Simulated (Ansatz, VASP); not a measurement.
One calculation of SnH7, two programs

The input INCAR:

```
SYSTEM = SnH7
PREC = Accurate ; ENCUT = 600
EDIFF = 1E-6 ; ISMEAR = 0
SIGMA = 0.1 ; LREAL = .False.
LASPH = .True. ; NELM = 80
ALGO = Normal ; ISIF = 3
LWAVE = .False. ; LCHARG = .False.
GGA = PE ; IBRION = 2
NSW = 90 ; EDIFFG = -0.04
```

Contents of KPOINTS:

```
regular mesh
0
Gamma
  4 4 4
  0 0 0
```

Contents of POSCAR:

```
SnH7
1.0
    0.0000000000      3.4877449700      3.4877449700
    3.4877449700      0.0000000000      3.4877449700
    3.4877449700      3.4877449700      0.0000000000
Sn H
1 7
Direct
    0.2500000000      0.2500000000      0.2500000000
    0.6088217900      0.3911782100      0.3911782100
    0.3911782100      0.6088217900      0.6088217900
    0.3911782100      0.6088217900      0.3911782100
    0.6088217900      0.3911782100      0.6088217900
    0.3911782100      0.3911782100      0.6088217900
    0.6088217900      0.6088217900      0.3911782100
    0.7500000000      0.7500000000      0.7500000000
```

Input for Ansatz:

```yaml
crystal:
  lattice:
    - [0.0, 3.48774497, 3.48774497]
    - [3.48774497, 0.0, 3.48774497]
    - [3.48774497, 3.48774497, 0.0]
  atoms:
    - { symbol: Sn, position: [0.25, 0.25, 0.25] }
    - { symbol: H, position: [0.60882179, 0.39117821, 0.39117821] }
    - { symbol: H, position: [0.39117821, 0.60882179, 0.60882179] }
    - { symbol: H, position: [0.39117821, 0.60882179, 0.39117821] }
    - { symbol: H, position: [0.60882179, 0.39117821, 0.60882179] }
    - { symbol: H, position: [0.39117821, 0.39117821, 0.60882179] }
    - { symbol: H, position: [0.60882179, 0.60882179, 0.39117821] }
    - { symbol: H, position: [0.75, 0.75, 0.75] }
basis:
  ecutwfc: 420
kpoints:
  mp_grid: { grid: [4, 4, 4] }
hamiltonian:
  xc: pbe
scf:
  occupations: { method: gaussian, width: 0.1 }
  lower_state_search: "off"
output:
  forces: true
  stress: true
  eigenvalues: true
relax:
  adjacent_minimum: "off"
  f_tol: 0.04
  max_steps: 70
  cell: { stress_tol: 0.4 }
```

Alike in both runs: task relaxation of cell and atoms; functional PBE; k mesh 4 × 4 × 4; occupations gaussian, width 0.1 eV; no spin polarisation.

|  | VASP | Ansatz |
| --- | --- | --- |
| version | VASP 6.6.1 | Ansatz 0.2.0 |
| potentials or method | VASP PAW PBE potentials, release 64 (Sn_d, H), cutoff 600 eV | scalar-relativistic, plane waves, PAW |
| valence electrons in the cell | 21 | 21 |

|  | VASP | Ansatz | Ansatz less VASP |
| --- | --- | --- | --- |
| gap on the k mesh at the Fermi level, each at its own relaxed structure (eV) | none | none | - |
| relaxed volume (Å³/atom) | 8.28 | 8.40 | +0.113 |
| relaxed length of the cell vector where the two differ most in proportion (Å) | 4.542 | 4.563 | +0.0205 |

A gap of «none» marks a metal or a gap that the smearing closes.

The k mesh is coarse, so the values compare programs but aren't converged. Noted on VASP's run: the volume moved by over 15 % at a fixed basis, so the end points are rough.
